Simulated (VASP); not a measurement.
# Pt (P6/mmm) in VASP: notebook

Runs on Pt. Level: revPBE. Tasks: single point, relaxation of cell and atoms.

All numbers are computed with VASP 6.6.1; they aren't measurements. Logs are shortened: lines on timing, memory, paths and dates and some standing lists are left out, and cuts for length are marked.

## (1) The cell of the first run

The structure is hexagonal, space group P6/mmm (No. 191). The conventional cell has a = 4.728 Å, b = 4.728 Å, c = 2.819 Å, α = 90.00°, β = 90.00°, γ = 120.00°. Within 3.7 Å of Pt (site symmetry 6/mmm) lie 14 Pt at 2.82 to 3.07 Å. Within 3.6 Å of Pt (site symmetry -6m2) lie 11 Pt at 2.73 to 3.07 Å.

This isn't the form of Pt at room conditions, which is fcc.

## (2) Single point, revPBE (18.19 Å³/atom)

File INCAR:

```
SYSTEM = Pt
PREC = Accurate
ENCUT = 520
EDIFF = 1E-7
ISMEAR = -1
SIGMA = 0.1
LREAL = .FALSE.
LASPH = .TRUE.
NELM = 60
ALGO = Normal
ISIF = 2
LWAVE = .FALSE.
LCHARG = .FALSE.
GGA = RE
NBANDS = 22
```

File KPOINTS:

```
regular mesh
0
G
  9 9 13
  0 0 0
```

File POSCAR:

```
Pt
1.0
    4.7282124563      0.0000000000      0.0000000000
   -2.3641062282      4.0947521017      0.0000000000
    0.0000000000      0.0000000000      2.8191531772
Pt
3
Direct
    1.0000000000      1.0000000000      0.0000000000
    0.3333333333      0.6666666667      0.5000000000
    0.6666666667      0.3333333333      0.5000000000
```

Potentials or basis: VASP PAW PBE potentials, release 64 (Pt).

On the command line:

```
> cat potpaw_PBE.64/Pt/POTCAR > POTCAR
> mpirun -np 1 vasp_std > vasp.out
```

OUTCAR:

```text
SYSTEM = Pt
   PREC = Accurate
   ENCUT = 520
   EDIFF = 1E-7
   ISMEAR = -1
   LREAL = .FALSE.
   LASPH = .TRUE.
   NELM = 60
   ISIF = 2
   GGA = RE

 ion  position               nearest neighbor table
   1  0.000  0.000  0.000-   2 3.07   3 3.07   2 3.07   3 3.07   3 3.07   3 3.07   2 3.07   2 3.07
                             3 3.07   3 3.07   2 3.07   2 3.07
   2  0.333  0.667  0.500-   3 2.73   3 2.73   3 2.73   1 3.07   1 3.07   1 3.07   1 3.07   1 3.07
                             1 3.07
   3  0.667  0.333  0.500-   2 2.73   2 2.73   2 2.73   1 3.07   1 3.07   1 3.07   1 3.07   1 3.07
                             1 3.07

  LATTYP: Found a hexagonal cell.
 ALAT       =     4.7282124563
 C/A-ratio  =     0.5962407999

  Lattice vectors:

 A1 = (   4.7282124563,   0.0000000000,   0.0000000000)
 A2 = (  -2.3641062282,   4.0947521017,   0.0000000000)
 A3 = (   0.0000000000,   0.0000000000,   2.8191531772)

Analysis of symmetry for initial positions (statically):
=====================================================================
 Subroutine PRICEL returns:
 Original cell was already a primitive cell.

 Routine SETGRP: Setting up the symmetry group for a
 hexagonal supercell.

 Subroutine GETGRP returns: Found 24 space group operations
 (whereof 24 operations were pure point group operations)
 out of a pool of 24 trial point group operations.

The static configuration has the point symmetry D_6h.

Analysis of symmetry for dynamics (positions and initial velocities):
=====================================================================
 Subroutine PRICEL returns:
 Original cell was already a primitive cell.

 Routine SETGRP: Setting up the symmetry group for a
 hexagonal supercell.

 Subroutine GETGRP returns: Found 24 space group operations
 (whereof 24 operations were pure point group operations)
 out of a pool of 24 trial point group operations.

The dynamic configuration has the point symmetry D_6h.

 Subroutine INISYM returns: Found 24 space group operations
 (whereof 24 operations are pure point group operations),
 and found     1 'primitive' translations

----------------------------------------------------------------------------------------

                                     Primitive cell

  volume of cell :      54.5812

  direct lattice vectors                    reciprocal lattice vectors
     4.728212456  0.000000000  0.000000000     0.211496418  0.122107514  0.000000000
    -2.364106228  4.094752102  0.000000000     0.000000000  0.244215028  0.000000000
     0.000000000  0.000000000  2.819153177     0.000000000  0.000000000  0.354716448

  length of vectors
     4.728212456  4.728212456  2.819153177     0.244215028  0.244215028  0.354716448

  position of ions in fractional coordinates (direct lattice)
     0.000000000  0.000000000  0.000000000
     0.333333333  0.666666667  0.500000000
     0.666666667  0.333333333  0.500000000

  ion indices of the primitive-cell ions
   primitive index   ion index
                 1           1
                 2           2
                 3           3

----------------------------------------------------------------------------------------

 KPOINTS: regular mesh

Automatic generation of k-mesh.
 Grid dimensions read from file:
 generate k-points for:    9    9   13

 Generating k-lattice:

  Cartesian coordinates                     Fractional coordinates (reciprocal lattice)
     0.023499602  0.013567502  0.000000000     0.111111111  0.000000000  0.000000000
     0.000000000  0.027135003  0.000000000     0.000000000  0.111111111  0.000000000
     0.000000000  0.000000000  0.027285881     0.000000000  0.000000000  0.076923077

  Length of vectors
     0.027135003  0.027135003  0.027285881

  Shift w.r.t. Gamma in fractional coordinates (k-lattice)
     0.000000000  0.000000000  0.000000000

 Subroutine IBZKPT returns following result:
 ===========================================

 Found     84 irreducible k-points:

 Following reciprocal coordinates:
            Coordinates               Weight
  0.000000  0.000000  0.000000      1.000000
  0.111111  0.000000  0.000000      6.000000
  0.222222  0.000000  0.000000      6.000000
  0.333333  0.000000  0.000000      6.000000
  0.444444  0.000000  0.000000      6.000000
  0.111111  0.111111  0.000000      6.000000
[... 16 lines left out ...]
  0.333333  0.222222  0.076923     24.000000
  0.333333  0.333333  0.076923      4.000000
 [... further k-points ...]
   k-points           NKPTS =     84   k-points in BZ     NKDIM =     84   number of bands    NBANDS=     22
   number of dos      NEDOS =    301   number of ions     NIONS =      3
   total plane-waves  NPLWV =  31104
   dimension x,y,z NGX =    36 NGY =   36 NGZ =   24
   dimension x,y,z NGXF=    72 NGYF=   72 NGZF=   48
   ions per type =               3
   NGX,Y,Z   is equivalent  to a cutoff of  12.66, 12.66, 14.15 a.u.
   NGXF,Y,Z  is equivalent  to a cutoff of  25.32, 25.32, 28.31 a.u.
 SYSTEM =  Pt
   PREC   = accura    normal or accurate (medium, high low for compatibility)
   ISTART =      0    job   : 0-new  1-cont  2-samecut
   ICHARG =      2    charge: 1-file 2-atom 10-const
   ISPIN  =      1    spin polarized calculation?
   LNONCOLLINEAR =      F non collinear calculations
   LSORBIT =      F    spin-orbit coupling
   LASPH  =      T    aspherical Exc in radial PAW
   ENCUT  =  520.0 eV  38.22 Ry    6.18 a.u.   8.79  8.79  5.24*2*pi/ulx,y,z
   NELM   =     60;   NELMIN=  2; NELMDL= -5     # of ELM steps
   EDIFF  = 0.1E-06   stopping-criterion for ELM
   LREAL  =      F    real-space projection
   EDIFFG = 0.1E-05   stopping-criterion for IOM
   NSW    =      0    number of steps for IOM
   IBRION =     -1    ionic relax: 0-MD 1-quasi-New 2-CG
   NFREE  =      0    steps in history (QN), initial steepest desc. (CG)
   ISIF   =      2    stress and relaxation
   ISYM   =      2    0-nonsym 1-usesym 2-fastsym
   POTIM  = 0.5000    time-step for ionic-motion
   TEBEG  =    0.0;   TEEND  =   0.0 temperature during run
   PSTRESS=    0.0 pullay stress
   NELECT =      30.0000    total number of electrons
   NUPDOWN=      -1.0000    fix difference up-down
   EMIN   =  10.00;   EMAX   =-10.00  energy-range for DOS
   EFERMI =   0.00;   METHOD = LEGACY
   ISMEAR =    -1;   SIGMA  =   0.10  broadening in eV -4-tet -1-fermi 0-gaus
   EFERMI_NEDOS =   21; number of points for ismear=-14 and -15
   IALGO  =     38    algorithm
   IMIX   =      4    mixing-type and parameters
     AMIX     =   0.40;   BMIX     =  1.00
     AMIX_MAG =   1.60;   BMIX_MAG =  1.00
  volume/ion in A,a.u.               =      18.19       122.78
  Fermi-wavevector in a.u.,A,eV,Ry     =   1.341017  2.534154 24.467705  1.798326
  Thomas-Fermi vector in A             =   2.469284
   LORBIT       =      0    0 simple, 1 ext, 2 COOP (PROOUT), +10 PAW based schemes
   GGA     = RE    functional components
   LHFCALC =     F    Hartree Fock is set to
   AEXX    =    0.0000 exact exchange contribution
   IVDW    =     0    specifies the selected vdW correction
   LEPSILON=     F    determine dielectric tensor
   LRPA    =     F    only Hartree local field effects (RPA)
 non-spin polarized calculation
  energy-cutoff  :      520.00
  volume of cell :       54.58
 maximum number of plane-waves:      1498
 NGX is ok and might be reduce to    36
   NGX = 17   NGY = 17   NGZ = 11

 number of electron      30.0000005 magnetization

 Free energy of the ion-electron system (eV)
  ---------------------------------------------------
  ext. energy  EPLUGINS =         0.00000000
  ---------------------------------------------------
  free energy    TOTEN  =       -16.01602632 eV

  energy without entropy =      -15.81484213  energy(sigma->0) =      -15.91543423

 E-fermi :   8.0392     XC(G=0): -12.3169

 val. band max:        8.0386088719   @ k =   0.3333   0.0000   0.1538
 cond. band min:       8.0397984074   @ k =   0.2222   0.2222   0.0000
 fundamental gap:      0.0011895356
 Fermi energy:         8.0391659078

 k-point     1 :       0.0000    0.0000    0.0000
  band No.  band energies     occupation
      1      -0.1707      2.00000
      2       2.9623      2.00000
      3       4.1797      2.00000
      4       4.7966      2.00000
      5       4.7984      2.00000
      6       4.7984      2.00000
[... 14 lines left out ...]
     21      14.7087      0.00000
     22      14.7087      0.00000

 k-point     2 :       0.1111    0.0000    0.0000
  band No.  band energies     occupation
      1      -0.0260      2.00000
      2       2.9915      2.00000
      3       3.9983      2.00000
      4       4.3086      2.00000
      5       4.4829      2.00000
      6       4.7680      2.00000
[... 14 lines left out ...]
     21      16.2995      0.00000
     22      16.5564      0.00000

 k-point     3 :       0.2222    0.0000    0.0000
  band No.  band energies     occupation
      1       0.3943      2.00000
      2       3.0112      2.00000
      3       3.5381      2.00000
      4       3.9689      2.00000
      5       4.2905      2.00000
      6       4.6598      2.00000
[... 14 lines left out ...]
     21      17.9444      0.00000
     22      18.5108      0.00000

 k-point     4 :       0.3333    0.0000    0.0000
  band No.  band energies     occupation
      1       1.0445      2.00000
      2       2.7838      2.00000
      3       3.2310      2.00000
      4       3.7751      2.00000
      5       4.2248      2.00000
      6       4.4546      2.00000
[... 14 lines left out ...]
     21      19.5764      0.00000
     22      20.2040      0.00000

 k-point     5 :       0.4444    0.0000    0.0000
  band No.  band energies     occupation
      1       1.8284      2.00000
      2       2.5092      2.00000
      3       2.7225      2.00000
      4       3.9139      2.00000
      5       4.1818      2.00000
      6       4.2297      2.00000
[... 417 lines left out ...]
 k-point    22 :       0.2222    0.2222    0.0769
  band No.  band energies     occupation
      1       1.5010      2.00000
      2       2.7877      2.00000
      3       3.0913      2.00000
      4       3.8378      2.00000
      5       4.2953      2.00000
      6       4.7007      2.00000
[... 14 lines left out ...]
     21      20.9611      0.00000
     22      21.1305      0.00000

 k-point    23 :       0.3333    0.2222    0.0769
  band No.  band energies     occupation
      1       2.0946      2.00000
      2       2.5571      2.00000
      3       2.7994      2.00000
      4       4.0555      2.00000
      5       4.2201      2.00000
      6       4.5491      2.00000
[... 14 lines left out ...]
     21      19.8701      0.00000
     22      22.2069      0.00000

 k-point    24 :       0.3333    0.3333    0.0769
  band No.  band energies     occupation
      1       2.2510      2.00000
      2       2.6245      2.00000
      3       2.6245      2.00000
      4       4.1756      2.00000
      5       4.1756      2.00000
      6       4.5370      2.00000
[... 14 lines left out ...]
     21      17.8019      0.00000
     22      22.8978      0.00000

 [... further k-points ...]
[... 5 lines left out ...]
  --------------------------------------------------------------------------------------
  -------------------------------------------------------------------------------------
  Total       -6.3280389     -6.3280389     -6.1667334      0.0000000     -0.0000000     -0.0000000
  in kB     -185.7532639   -185.7532639   -181.0183005      0.0000000     -0.0000000     -0.0000000
  external PRESSURE =    -184.1749428 kB  Pullay stress =       0.0000000 kB

 VOLUME and BASIS-vectors are now :
 -----------------------------------------------------------------------------
  energy-cutoff  :      520.00
  volume of cell :       54.58
      direct lattice vectors                 reciprocal lattice vectors
     4.728212456  0.000000000  0.000000000     0.211496418  0.122107514  0.000000000
    -2.364106228  4.094752102  0.000000000     0.000000000  0.244215028  0.000000000
     0.000000000  0.000000000  2.819153177     0.000000000  0.000000000  0.354716448

 POSITION                                       TOTAL-FORCE (eV/Angst)
 -----------------------------------------------------------------------------------
      0.00000      0.00000      0.00000        -0.000000      0.000000     -0.000000
     -0.00000      2.72983      1.40958        -0.000000      0.000000      0.000000
      2.36411      1.36492      1.40958         0.000000     -0.000000     -0.000000
 -----------------------------------------------------------------------------------
    total drift:                                0.000000      0.000000     -0.000000

  FREE ENERGIE OF THE ION-ELECTRON SYSTEM (eV)
  ---------------------------------------------------
  free  energy   TOTEN  =       -16.0160263210 eV

  energy  without entropy=      -15.8148421319  energy(sigma->0) =      -15.91543423
```

Run time: 65 s. Hardware: 1 thread of Intel Xeon Platinum 8259CL at 2.50GHz (Skylake/Cascade Lake), shared host; peak memory 0.23 GiB.

Results:

```yaml
Free_energy: -16.0160 eV
Pressure: -18.4 GPa
Band_gap_on_the_k_mesh: zero (bands 15 and 16 overlap by 0.97 eV)
```

Stress tensor (GPa, compression positive):
```
-18.58   0.00   0.00
  0.00 -18.58   0.00
  0.00   0.00 -18.10
```

Caveat: the cell stands under tension; the PAW data sets were made with another functional, which shifts forces and pressure a little; spin-orbit coupling is left out, which moves the levels of the heavy elements.

## (3) Single point, revPBE

This run uses another cell than the first one, of 16.24 Å³/atom.

File INCAR:

```
SYSTEM = Pt
PREC = Accurate
ENCUT = 520
EDIFF = 1E-6
ISMEAR = -1
SIGMA = 0.1
LREAL = .FALSE.
LASPH = .TRUE.
NELM = 100
ALGO = Normal
ISIF = 2
LWAVE = .FALSE.
LCHARG = .TRUE.
GGA = RE
LELF = .TRUE.
LVHAR = .TRUE.
NBANDS = 22
```

File KPOINTS:

```
Automatic mesh
0
G
  11 11 15
  0 0 0
```

File POSCAR:

```
Pt
1.0
    4.5529300213      0.0000000000      0.0000000000
   -2.2764650106      3.9429530601      0.0000000000
    0.0000000000      0.0000000000      2.7146426379
Pt
3
Direct
    1.0000000000      1.0000000000      0.0000000000
    0.3333333333      0.6666666667      0.5000000000
    0.6666666667      0.3333333333      0.5000000000
```

Potentials or basis: VASP PAW PBE potentials, release 64 (Pt).

On the command line:

```
> cat potpaw_PBE.64/Pt/POTCAR > POTCAR
> mpirun -np 1 vasp_std > vasp.out
```

Wall time 95 s (1 thread of Intel Xeon Platinum 8259CL at 2.50GHz (Skylake/Cascade Lake), shared host); peak memory 0.24 GiB.

Results (log left out):

| Property | Result |
| --- | --- |
| Free energy | -16.4108 eV |
| Pressure | -0.5 GPa |
| Band gap on the k mesh | zero (bands 15 and 16 overlap by 1.26 eV) |

Stress tensor (GPa, compression positive):
```
-0.58  0.00  0.00
 0.00 -0.58  0.00
 0.00  0.00 -0.41
```

Levels at points of the mesh, in eV from the Fermi level:
| k point | band 13 | band 14 | band 15 | band 16 | band 17 | band 18 |
| --- | --- | --- | --- | --- | --- | --- |
| (0.00, 0.00, 0.00) | -1.74 | -1.74 | 0.30 | 0.30 | 4.86 | 5.79 |

Caveat: the PAW data sets were made with another functional, which shifts forces and pressure a little; spin-orbit coupling is left out, which moves the levels of the heavy elements.

## (4) Relaxation of cell and atoms, revPBE

This run uses another cell than the first one, of 15.09 Å³/atom.

File INCAR:

```
PREC = Accurate
ENCUT = 600
EDIFF = 1E-7
ISMEAR = -1
SIGMA = 0.1
LREAL = False
LASPH = True
NELM = 60
ALGO = Normal
ISIF = 3
LWAVE = False
LCHARG = False
GGA = RE
IBRION = 2
NSW = 80
EDIFFG = -0.01
```

File KPOINTS:

```
Automatic mesh
0
Gamma
  8 8 12
```

File POSCAR:

```
Pt
1.0
    4.4020276304      0.0000000000      0.0000000000
   -2.2010138152      3.8122677561      0.0000000000
    0.0000000000      0.0000000000      2.6984429374
Pt
3
Direct
    0.0000000000      0.0000000000      0.0000000000
    0.3333333333      0.6666666667      0.5000000000
    0.6666666667      0.3333333333      0.5000000000
```

On the command line:

```
> cat potpaw_PBE.64/Pt/POTCAR > POTCAR
> mpirun -np 1 vasp_std > vasp.out
```

Wall time 6.5 min (1 thread of Intel Xeon Platinum 8259CL at 2.50GHz (Skylake/Cascade Lake), shared host); peak memory 0.22 GiB.

The run converged. Its results:

```yaml
Free_energy: -16.4178 eV
Relaxed_volume: 16.21 Å³/atom
Relaxed_cell: a = 4.550 Å, b = 4.550 Å, c = 2.713 Å, α = 90.00°, β = 90.00°, γ = 120.00°
Space_group_after_relaxing_to_0.1_Å: P6/mmm (No. 191)
Energy_gained_by_relaxing: 72.1 meV/atom
Ionic_steps: 9
Pressure_after_relaxing: 0.0 GPa
Band_gap_on_the_k_mesh: zero (bands 15 and 16 overlap by 1.34 eV)
```

The path:
```csv
step,energy change (eV),largest force (eV/Å),pressure (GPa),volume (Å³)
1,0.0000,0.0000,19.58,45.28
2,0.7006,0.0000,-24.08,58.44
3,-0.2091,0.0000,-1.74,49.04
4,-0.2102,0.0000,-0.71,48.80
5,-0.2102,0.0000,-0.39,48.73
6,-0.2155,0.0000,0.48,48.53
7,-0.2162,0.0000,0.24,48.58
8,-0.2161,0.0000,-0.37,48.71
9,-0.2162,0.0000,0.01,48.63
```

Final structure:
```
Pt
1.0
     4.54963    0.00000    0.00000
    -2.27482    3.94010    0.00000
     0.00000    0.00000    2.71275
Pt
3
Direct
  0.00000 0.00000 0.00000
  0.33333 0.66667 0.50000
  0.66667 0.33333 0.50000
```

Levels at points of the mesh, in eV from the Fermi level:
| k point | band 12 | band 13 | band 14 | band 15 | band 16 | band 17 | band 18 | band 19 |
| --- | --- | --- | --- | --- | --- | --- | --- | --- |
| (0.00, 0.00, 0.00) | -1.87 | -1.74 | -1.74 | 0.30 | 0.30 | 4.87 | 5.80 | 7.16 |
| (0.50, 0.00, 0.00) | -0.89 | -0.33 | -0.31 | -0.28 | -0.25 | 0.13 | 0.34 | 5.69 |
| (0.00, 0.00, 0.50) | -0.52 | -0.16 | -0.16 | 1.08 | 2.26 | 2.65 | 7.81 | 8.41 |
| (0.50, 0.00, 0.50) | -0.87 | -0.42 | 0.12 | 0.67 | 2.05 | 2.67 | 5.37 | 5.42 |

Caveat: the PAW data sets were made with another functional, which shifts forces and pressure a little; spin-orbit coupling is left out, which moves the levels of the heavy elements.

## (5) Overview

| task | cell | k mesh | cutoff (eV) | gap on the mesh (eV) | pressure (GPa) |
| --- | --- | --- | --- | --- | --- |
| single point | a = 4.728, b = 4.728, c = 2.819 Å, angles 90.0, 90.0, 120.0°, 3 atoms | 9 × 9 × 13 | 520 | none | -18.4 |
| single point | a = 4.553, b = 4.553, c = 2.715 Å, angles 90.0, 90.0, 120.0°, 3 atoms | 11 × 11 × 15 | 520 | none | -0.5 |
| relaxation of cell and atoms | relaxed from a = 4.402, b = 4.402, c = 2.698 Å, angles 90.0, 90.0, 120.0°, 3 atoms | 8 × 8 × 12 | 600 | none | 0.0 |

Alike in all rows: level revPBE; potentials or basis VASP PAW PBE potentials, release 64 (Pt); no spin polarisation; smearing fermi-dirac 0.1 eV.

Caveats: the PAW data sets were made with another functional, which shifts forces and pressure a little; spin-orbit coupling is left out, which moves the levels of the heavy elements; the cell stands under tension (at least some runs).

Absolute energies hang on the potentials; compare differences alone.
